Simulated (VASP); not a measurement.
Here is a VASP 6.6.1 calculation.

File INCAR:

```
SYSTEM = Sb
PREC = Accurate ; ENCUT = 520
EDIFF = 1E-6 ; ISMEAR = -1
SIGMA = 0.05 ; LREAL = .FALSE.
LASPH = .TRUE. ; NELM = 60
ALGO = Normal ; ISIF = 2
LWAVE = .FALSE. ; LCHARG = .FALSE.
GGA = PS ; NBANDS = 8
```

KPOINTS

```
regular mesh
0
G
  19 19 19
  0 0 0
```

The input POSCAR:

```
Sb
1.0
   -1.4749000000      1.4749000000      2.4800000000
    1.4749000000     -1.4749000000      2.4800000000
    1.4749000000      1.4749000000     -2.4800000000
Sb
1
Direct
    0.0000000000      0.0000000000      0.0000000000
```

Potentials or basis: VASP PAW PBE potentials, release 64 (Sb).

The run is started by

```console
$ cat potpaw_PBE.64/Sb/POTCAR > POTCAR
$ mpirun -np 1 vasp_std > vasp.out
```

(1) Predict the pressure.

Results:

(1) 21.5 GPa.

Caveat: the cell differs from its parent crystal (equal xx and yy strain of -2 %); the PAW data sets were made with another functional, which shifts forces and pressure a little.
